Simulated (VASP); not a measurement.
# KRe3W (Pm-3m) in VASP: further runs

Runs on KRe3W. Level: PBE. Tasks: single point, relaxation of cell and atoms.

Everything below comes from runs of VASP 6.6.1. Logs are shortened: lines on timing, memory, paths and dates and some standing lists are left out, and cuts for length are marked.

## Step 1: The cell of the first run

It takes space group Pm-3m (No. 221, cubic). Conventional cell: a = 4.851 Å, b = 4.851 Å, c = 4.851 Å, α = 90.00°, β = 90.00°, γ = 90.00°. Within 4.5 Å of K (site symmetry m-3m) lie 12 Re at 3.43 Å and 8 W at 4.20 Å. Within 3.2 Å of Re (site symmetry 4/mmm) lie 2 W at 2.43 Å. W (site symmetry m-3m) has 6 Re at 2.43 Å within 3.2 Å.

## Step 2: Single point, PBE

INCAR reads:

```
  ALGO = Fast
  EDIFF = 1E-6
  ENCUT = 520
  GGA = PE
  ISIF = 2
  ISMEAR = 0
  LASPH = T
  LCHARG = F
  LREAL = F
  LWAVE = F
  NBANDS = 30
  NELM = 100
  PREC = Accurate
  SIGMA = 0.1
```

KPOINTS reads:

```
k-points
0
Gamma
  8 8 8
```

POSCAR reads:

```
KRe3W
1.0
    4.8512755784      0.0000000000      0.0000000000
    0.0000000000      4.8512755784      0.0000000000
    0.0000000000      0.0000000000      4.8512755784
K Re W
1 3 1
Direct
    0.0000000000      0.0000000000      0.0000000000
    0.0000000000      0.5000000000      0.5000000000
    0.5000000000      0.0000000000      0.5000000000
    0.5000000000      0.5000000000      0.0000000000
    0.5000000000      0.5000000000      0.5000000000
```

Potentials or basis: VASP PAW PBE potentials, release 64 (K_sv, Re, W_sv).

Run with:

```sh
> cat potpaw_PBE.64/K_sv/POTCAR potpaw_PBE.64/Re/POTCAR potpaw_PBE.64/W_sv/POTCAR > POTCAR
> mpirun -np 1 vasp_std > vasp.out
```

OUTCAR:

```text
EDIFF = 1E-6
   ENCUT = 520
   GGA = PE
   ISIF = 2
   ISMEAR = 0
   LASPH = T
   LREAL = F
   NELM = 100
   PREC = Accurate

 ion  position               nearest neighbor table
   1  0.000  0.000  0.000-   2 3.43   3 3.43   4 3.43   2 3.43   3 3.43   2 3.43   4 3.43   2 3.43
                             3 3.43   4 3.43   3 3.43   4 3.43
   2  0.000  0.500  0.500-   5 2.43   5 2.43   4 3.43   1 3.43   1 3.43   4 3.43   1 3.43   3 3.43
                             1 3.43   3 3.43   4 3.43   3 3.43   4 3.43   3 3.43
   3  0.500  0.000  0.500-   5 2.43   5 2.43   4 3.43   1 3.43   1 3.43   4 3.43   2 3.43   4 3.43
                             2 3.43   4 3.43   1 3.43   2 3.43   1 3.43   2 3.43
   4  0.500  0.500  0.000-   5 2.43   5 2.43   3 3.43   1 3.43   2 3.43   3 3.43   2 3.43   1 3.43
                             3 3.43   3 3.43   1 3.43   2 3.43   2 3.43   1 3.43
   5  0.500  0.500  0.500-   2 2.43   3 2.43   4 2.43   4 2.43   3 2.43   2 2.43

  LATTYP: Found a simple cubic cell.
 ALAT       =     4.8512755784

  Lattice vectors:

 A1 = (   4.8512755784,   0.0000000000,   0.0000000000)
 A2 = (   0.0000000000,   4.8512755784,   0.0000000000)
 A3 = (   0.0000000000,   0.0000000000,   4.8512755784)

Analysis of symmetry for initial positions (statically):
=====================================================================
 Subroutine PRICEL returns:
 Original cell was already a primitive cell.

 Routine SETGRP: Setting up the symmetry group for a
 simple cubic supercell.

 Subroutine GETGRP returns: Found 48 space group operations
 (whereof 48 operations were pure point group operations)
 out of a pool of 48 trial point group operations.

The static configuration has the point symmetry O_h .

Analysis of symmetry for dynamics (positions and initial velocities):
=====================================================================
 Subroutine PRICEL returns:
 Original cell was already a primitive cell.

 Routine SETGRP: Setting up the symmetry group for a
 simple cubic supercell.

 Subroutine GETGRP returns: Found 48 space group operations
 (whereof 48 operations were pure point group operations)
 out of a pool of 48 trial point group operations.

The dynamic configuration has the point symmetry O_h .

 Subroutine INISYM returns: Found 48 space group operations
 (whereof 48 operations are pure point group operations),
 and found     1 'primitive' translations

----------------------------------------------------------------------------------------

                                     Primitive cell

  volume of cell :     114.1742

  direct lattice vectors                    reciprocal lattice vectors
     4.851275578  0.000000000  0.000000000     0.206131353  0.000000000  0.000000000
     0.000000000  4.851275578  0.000000000     0.000000000  0.206131353  0.000000000
     0.000000000  0.000000000  4.851275578     0.000000000  0.000000000  0.206131353

  length of vectors
     4.851275578  4.851275578  4.851275578     0.206131353  0.206131353  0.206131353

  position of ions in fractional coordinates (direct lattice)
     0.000000000  0.000000000  0.000000000
     0.000000000  0.500000000  0.500000000
     0.500000000  0.000000000  0.500000000
     0.500000000  0.500000000  0.000000000
     0.500000000  0.500000000  0.500000000

  ion indices of the primitive-cell ions
   primitive index   ion index
                 1           1
                 2           2
                 3           3
                 4           4
                 5           5

----------------------------------------------------------------------------------------

 KPOINTS: k-points

Automatic generation of k-mesh.
 Grid dimensions read from file:
 generate k-points for:    8    8    8

 Generating k-lattice:

  Cartesian coordinates                     Fractional coordinates (reciprocal lattice)
     0.025766419  0.000000000  0.000000000     0.125000000  0.000000000  0.000000000
     0.000000000  0.025766419  0.000000000     0.000000000  0.125000000  0.000000000
     0.000000000  0.000000000  0.025766419     0.000000000  0.000000000  0.125000000

  Length of vectors
     0.025766419  0.025766419  0.025766419

  Shift w.r.t. Gamma in fractional coordinates (k-lattice)
     0.000000000  0.000000000  0.000000000

 Subroutine IBZKPT returns following result:
 ===========================================

 Found     35 irreducible k-points:

 Following reciprocal coordinates:
            Coordinates               Weight
  0.000000  0.000000  0.000000      1.000000
  0.125000  0.000000  0.000000      6.000000
  0.250000  0.000000  0.000000      6.000000
  0.375000  0.000000  0.000000      6.000000
  0.500000  0.000000  0.000000      3.000000
  0.125000  0.125000  0.000000     12.000000
[... 16 lines left out ...]
  0.375000  0.375000  0.125000     24.000000
  0.500000  0.375000  0.125000     24.000000
 [... further k-points ...]
   k-points           NKPTS =     35   k-points in BZ     NKDIM =     35   number of bands    NBANDS=     30
   number of dos      NEDOS =    301   number of ions     NIONS =      5
   total plane-waves  NPLWV =  46656
   dimension x,y,z NGX =    36 NGY =   36 NGZ =   36
   dimension x,y,z NGXF=    72 NGYF=   72 NGZF=   72
   ions per type =               1   3   1
   NGX,Y,Z   is equivalent  to a cutoff of  12.34, 12.34, 12.34 a.u.
   NGXF,Y,Z  is equivalent  to a cutoff of  24.67, 24.67, 24.67 a.u.
 SYSTEM =  unknown system
   PREC   = accura    normal or accurate (medium, high low for compatibility)
   ISTART =      0    job   : 0-new  1-cont  2-samecut
   ICHARG =      2    charge: 1-file 2-atom 10-const
   ISPIN  =      1    spin polarized calculation?
   LNONCOLLINEAR =      F non collinear calculations
   LSORBIT =      F    spin-orbit coupling
   LASPH  =      T    aspherical Exc in radial PAW
   ENCUT  =  520.0 eV  38.22 Ry    6.18 a.u.   9.02  9.02  9.02*2*pi/ulx,y,z
   NELM   =    100;   NELMIN=  2; NELMDL= -5     # of ELM steps
   EDIFF  = 0.1E-05   stopping-criterion for ELM
   LREAL  =      F    real-space projection
   EDIFFG = 0.1E-04   stopping-criterion for IOM
   NSW    =      0    number of steps for IOM
   IBRION =     -1    ionic relax: 0-MD 1-quasi-New 2-CG
   NFREE  =      0    steps in history (QN), initial steepest desc. (CG)
   ISIF   =      2    stress and relaxation
   ISYM   =      2    0-nonsym 1-usesym 2-fastsym
   POTIM  = 0.5000    time-step for ionic-motion
   TEBEG  =    0.0;   TEEND  =   0.0 temperature during run
   PSTRESS=    0.0 pullay stress
   NELECT =      44.0000    total number of electrons
   NUPDOWN=      -1.0000    fix difference up-down
   EMIN   =  10.00;   EMAX   =-10.00  energy-range for DOS
   EFERMI =   0.00;   METHOD = LEGACY
   ISMEAR =     0;   SIGMA  =   0.10  broadening in eV -4-tet -1-fermi 0-gaus
   EFERMI_NEDOS =   21; number of points for ismear=-14 and -15
   IALGO  =     68    algorithm
   IMIX   =      4    mixing-type and parameters
     AMIX     =   0.40;   BMIX     =  1.00
     AMIX_MAG =   1.60;   BMIX_MAG =  1.00
  volume/ion in A,a.u.               =      22.83       154.10
  Fermi-wavevector in a.u.,A,eV,Ry     =   1.191342  2.251310 19.310690  1.419296
  Thomas-Fermi vector in A             =   2.327406
   LORBIT       =      0    0 simple, 1 ext, 2 COOP (PROOUT), +10 PAW based schemes
   GGA     = PE    functional components
   LHFCALC =     F    Hartree Fock is set to
   AEXX    =    0.0000 exact exchange contribution
   IVDW    =     0    specifies the selected vdW correction
   LEPSILON=     F    determine dielectric tensor
   LRPA    =     F    only Hartree local field effects (RPA)
 non-spin polarized calculation
 RMM-DIIS sequential band-by-band and
 Gauss-broadening in eV      SIGMA  =   0.10
  energy-cutoff  :      520.00
  volume of cell :      114.17
 maximum number of plane-waves:      3112
   NGX = 19   NGY = 19   NGZ = 19

 number of electron      43.9999995 magnetization

 Free energy of the ion-electron system (eV)
  ---------------------------------------------------
  ext. energy  EPLUGINS =         0.00000000
  ---------------------------------------------------
  free energy    TOTEN  =       -39.97913976 eV

  energy without entropy =      -39.92383631  energy(sigma->0) =      -39.95148804

 E-fermi :   3.7006     XC(G=0): -10.7575

 val. band max:        3.6902392345   @ k =   0.5000   0.0000   0.0000
 cond. band min:       3.7041281777   @ k =   0.3750   0.3750   0.0000
 fundamental gap:      0.0138889431
 Fermi energy:         3.7005943162

 k-point     1 :       0.0000    0.0000    0.0000
  band No.  band energies     occupation
      1     -69.8246      2.00000
      2     -34.1661      2.00000
      3     -34.1661      2.00000
      4     -34.1661      2.00000
      5     -25.2035      2.00000
      6      -8.7985      2.00000
[... 22 lines left out ...]
     29       6.1506      0.00000
     30       8.5111      0.00000

 k-point     2 :       0.1250    0.0000    0.0000
  band No.  band energies     occupation
      1     -69.8238      2.00000
      2     -34.1808      2.00000
      3     -34.1664      2.00000
      4     -34.1664      2.00000
      5     -25.2032      2.00000
      6      -8.8114      2.00000
[... 22 lines left out ...]
     29       6.7017      0.00000
     30       8.4404      0.00000

 k-point     3 :       0.2500    0.0000    0.0000
  band No.  band energies     occupation
      1     -69.8220      2.00000
      2     -34.2160      2.00000
      3     -34.1671      2.00000
      4     -34.1671      2.00000
      5     -25.2025      2.00000
      6      -8.8422      2.00000
[... 22 lines left out ...]
     29       6.7538      0.00000
     30       8.1520      0.00000

 k-point     4 :       0.3750    0.0000    0.0000
  band No.  band energies     occupation
      1     -69.8202      2.00000
      2     -34.2511      2.00000
      3     -34.1678      2.00000
      4     -34.1678      2.00000
      5     -25.2018      2.00000
      6      -8.8724      2.00000
[... 616 lines left out ...]
     29       6.5518      0.00000
     30       7.6418      0.00000

 k-point    23 :       0.3750    0.3750    0.1250
  band No.  band energies     occupation
      1     -69.8150      2.00000
      2     -34.2532      2.00000
      3     -34.2531      2.00000
      4     -34.1842      2.00000
      5     -25.2006      2.00000
      6      -8.8554      2.00000
[... 22 lines left out ...]
     29       6.2639      0.00000
     30       7.0127      0.00000

 k-point    24 :       0.5000    0.3750    0.1250
  band No.  band energies     occupation
      1     -69.8142      2.00000
      2     -34.2676      2.00000
      3     -34.2535      2.00000
      4     -34.1845      2.00000
      5     -25.2004      2.00000
      6      -8.8585      2.00000
[... 22 lines left out ...]
     29       5.9352      0.00000
     30       6.7955      0.00000

 [... further k-points ...]
[... 5 lines left out ...]
  --------------------------------------------------------------------------------------
  -------------------------------------------------------------------------------------
  Total        0.3324048      0.3324048      0.3324048     -0.0000000     -0.0000000      0.0000000
  in kB        4.6645526      4.6645526      4.6645526     -0.0000000     -0.0000000      0.0000000
  external PRESSURE =       4.6645526 kB  Pullay stress =       0.0000000 kB

 VOLUME and BASIS-vectors are now :
 -----------------------------------------------------------------------------
  energy-cutoff  :      520.00
  volume of cell :      114.17
      direct lattice vectors                 reciprocal lattice vectors
     4.851275578  0.000000000  0.000000000     0.206131353  0.000000000  0.000000000
     0.000000000  4.851275578  0.000000000     0.000000000  0.206131353  0.000000000
     0.000000000  0.000000000  4.851275578     0.000000000  0.000000000  0.206131353

 POSITION                                       TOTAL-FORCE (eV/Angst)
 -----------------------------------------------------------------------------------
      0.00000      0.00000      0.00000         0.000000      0.000000      0.000000
      0.00000      2.42564      2.42564         0.000000      0.000000      0.000000
      2.42564      0.00000      2.42564         0.000000      0.000000      0.000000
      2.42564      2.42564      0.00000         0.000000      0.000000      0.000000
      2.42564      2.42564      2.42564         0.000000      0.000000      0.000000
 -----------------------------------------------------------------------------------
    total drift:                                0.000000      0.000000      0.000000

  FREE ENERGIE OF THE ION-ELECTRON SYSTEM (eV)
  ---------------------------------------------------
  free  energy   TOTEN  =       -39.9791397612 eV

  energy  without entropy=      -39.9238363110  energy(sigma->0) =      -39.95148804
```

Wall time 8.1 min (1 thread of Intel Xeon 6975P-C, shared host); peak memory 0.29 GiB.

What came out:

* Free energy: -39.9791 eV
* Pressure: 0.5 GPa
* Band gap on the k mesh: zero (band 22 reaches 4.91 eV, above the bottom of band 23 at 3.43 eV)

Caveat: spin-orbit coupling is left out, which moves the levels of the heavy elements.

## Step 3: Relaxation of cell and atoms, PBE

This run uses another cell than the first one, of 18.15 Å³/atom, 0.795 times its volume.

INCAR reads:

```
SYSTEM = KRe3W
PREC = Accurate ; ENCUT = 600
EDIFF = 1E-6 ; ISMEAR = 0
SIGMA = 0.1 ; LREAL = .FALSE.
LASPH = .TRUE. ; NELM = 60
ALGO = Fast ; ISIF = 3
LWAVE = .FALSE. ; LCHARG = .FALSE.
GGA = PE ; IBRION = 2
NSW = 90 ; EDIFFG = -0.04
```

KPOINTS reads:

```
regular mesh
0
G
  4 4 4
  0 0 0
```

POSCAR, as its differences from that of step 2:

```diff
@@ -2,5 +2,5 @@
 1.0
-    4.8512755784      0.0000000000      0.0000000000
-    0.0000000000      4.8512755784      0.0000000000
-    0.0000000000      0.0000000000      4.8512755784
+    4.4937437903      0.0000000000      0.0000000000
+    0.0000000000      4.4937437903      0.0000000000
+    0.0000000000      0.0000000000      4.4937437903
 K Re W
```

Potentials or basis: VASP PAW PBE potentials, release 64 (K_sv, Re, W_sv).

Run with:

```sh
> cat potpaw_PBE.64/K_sv/POTCAR potpaw_PBE.64/Re/POTCAR potpaw_PBE.64/W_sv/POTCAR > POTCAR
> mpirun -np 1 vasp_std > vasp.out
```

Wall time 11 min (1 thread of Intel Xeon 6975P-C, shared host); peak memory 0.24 GiB.

Results (log left out):

| Quantity | Value |
| --- | --- |
| Free energy | -39.8403 eV |
| Relaxed volume | 23.03 Å³/atom |
| Relaxed cell | a = 4.865 Å, b = 4.865 Å, c = 4.865 Å, α = 90.00°, β = 90.00°, γ = 90.00° |
| Space group after relaxing (to 0.05 Å) | Pm-3m (No. 221) |
| Energy gained by relaxing | 616.5 meV/atom |
| Ionic steps | 6 |
| Pressure after relaxing | -0.1 GPa |
| Band gap on the k mesh | zero (band 22 reaches 4.88 eV, above the bottom of band 23 at 3.42 eV) |

Step by step:
```csv
step,energy change (eV),largest force (eV/Å),pressure (GPa),volume (Å³)
1,0.0000,0.0000,50.29,90.75
2,4.4613,0.0000,-23.75,188.01
3,-2.6210,0.0000,-3.99,120.83
4,-3.0585,0.0000,-2.72,117.71
5,-3.0511,0.0000,3.47,112.06
6,-3.0824,0.0000,-0.13,115.13
```

Final structure:
```yaml
crystal:
  lattice:
    - [4.86483, 0.00000, 0.00000]
    - [0.00000, 4.86483, 0.00000]
    - [0.00000, 0.00000, 4.86483]
  atoms:
    - { symbol: K, position: [0.00000, 0.00000, 0.00000] }
    - { symbol: Re, position: [0.00000, 0.50000, 0.50000] }
    - { symbol: Re, position: [0.50000, 0.00000, 0.50000] }
    - { symbol: Re, position: [0.50000, 0.50000, 0.00000] }
    - { symbol: W, position: [0.50000, 0.50000, 0.50000] }
```

Levels at points of the mesh, in eV from the Fermi level:
```csv
k point,band 20,band 21,band 22,band 23,band 24,band 25
"(0.00, 0.00, 0.00)",-0.25,1.21,1.21,1.24,1.27,1.86
"(0.50, 0.00, 0.00)",-0.68,-0.55,-0.08,-0.08,-0.03,1.28
"(0.50, 0.50, 0.00)",-0.82,-0.45,-0.45,-0.25,0.13,0.42
"(0.50, 0.50, 0.50)",-0.49,-0.49,-0.49,-0.01,-0.01,0.26
```

Caveat: the volume moved by over 15 % at a fixed basis, so the end points are rough; spin-orbit coupling is left out, which moves the levels of the heavy elements.

## Step 4: Relaxation of cell and atoms, PBE

This run uses another cell than the first one, of 22.89 Å³/atom, 1.003 times its volume.

INCAR reads:

```
SYSTEM = KRe3W
PREC = Accurate
ENCUT = 600
EDIFF = 1E-6
ISMEAR = 0
SIGMA = 0.1
LREAL = .FALSE.
LASPH = .TRUE.
NELM = 80
ALGO = Fast
ISIF = 3
LWAVE = .FALSE.
LCHARG = .FALSE.
GGA = PE
IBRION = 2
NSW = 100
EDIFFG = -0.01
```

KPOINTS reads:

```
Automatic mesh
0
G
  8 8 8
  0 0 0
```

POSCAR, as its differences from that of step 3:

```diff
@@ -2,5 +2,5 @@
 1.0
-    4.4937437903      0.0000000000      0.0000000000
-    0.0000000000      4.4937437903      0.0000000000
-    0.0000000000      0.0000000000      4.4937437903
+    4.8553996989      0.0000000000      0.0000000000
+    0.0000000000      4.8553996989      0.0000000000
+    0.0000000000      0.0000000000      4.8553996989
 K Re W
```

Run with:

```sh
> cat potpaw_PBE.64/K_sv/POTCAR potpaw_PBE.64/Re/POTCAR potpaw_PBE.64/W_sv/POTCAR > POTCAR
> mpirun -np 1 vasp_std > vasp.out
```

Wall time 21 min (1 thread of Intel Xeon 6975P-C, shared host); peak memory 0.36 GiB.

Results (log left out):

```yaml
Free_energy: -39.9814 eV
Relaxed_volume: 22.93 Å³/atom
Relaxed_cell: a = 4.858 Å, b = 4.858 Å, c = 4.858 Å, α = 90.00°, β = 90.00°, γ = 90.00°
Space_group_after_relaxing_to_0.05_Å: Pm-3m (No. 221)
Energy_gained_by_relaxing: 0.3 meV/atom
Ionic_steps: 3
Pressure_after_relaxing: 0.0 GPa
Band_gap_on_the_k_mesh: zero (band 22 reaches 4.87 eV, above the bottom of band 23 at 3.40 eV)
```

Step by step:
```tsv
step	energy change (eV)	largest force (eV/Å)	pressure (GPa)	volume (Å³)
1	0.0000	0.0000	0.19	114.47
2	-0.0009	0.0000	-0.33	114.92
3	-0.0013	0.0000	-0.01	114.64
```

Final structure:
```
K Re W
1.0
     4.85780    0.00000    0.00000
     0.00000    4.85780    0.00000
     0.00000    0.00000    4.85780
K Re W
1 3 1
Direct
  0.00000 0.00000 0.00000
  0.00000 0.50000 0.50000
  0.50000 0.00000 0.50000
  0.50000 0.50000 0.00000
  0.50000 0.50000 0.50000
```

Levels at points of the mesh, in eV from the Fermi level:
| k point | band 18 | band 19 | band 20 | band 21 | band 22 | band 23 | band 24 | band 25 | band 26 |
| --- | --- | --- | --- | --- | --- | --- | --- | --- | --- |
| (0.00, 0.00, 0.00) | -0.23 | -0.23 | -0.23 | 1.20 | 1.20 | 1.20 | 1.29 | 1.88 | 1.88 |
| (0.50, 0.00, 0.00) | -1.42 | -1.15 | -0.71 | -0.53 | -0.06 | -0.06 | -0.01 | 1.20 | 1.28 |
| (0.50, 0.50, 0.00) | -1.13 | -0.95 | -0.83 | -0.47 | -0.47 | -0.27 | 0.14 | 0.42 | 0.83 |
| (0.50, 0.50, 0.50) | -1.24 | -1.24 | -0.52 | -0.52 | -0.52 | -0.05 | -0.05 | 0.30 | 0.41 |

Caveat: spin-orbit coupling is left out, which moves the levels of the heavy elements.

## Step 5: Summary

```csv
task,cell,k mesh,cutoff (eV),gap on the mesh (eV),pressure (GPa),relaxed volume (Å³/atom)
single point,"a = 4.851 Å, 5 atoms",8 × 8 × 8,520,none,0.5,-
relaxation of cell and atoms,"relaxed from a = 4.494 Å, 5 atoms",4 × 4 × 4,600,none,-0.1,23.03
relaxation of cell and atoms,"relaxed from a = 4.855 Å, 5 atoms",8 × 8 × 8,600,none,0.0,22.93
```

Alike in all rows: level PBE; potentials or basis VASP PAW PBE potentials, release 64 (K_sv, Re, W_sv); no spin polarisation; smearing gaussian 0.1 eV.

Caveats: spin-orbit coupling is left out, which moves the levels of the heavy elements; the volume moved by over 15 % at a fixed basis, so the end points are rough (some runs).

Absolute energies hang on the potentials; compare differences alone.
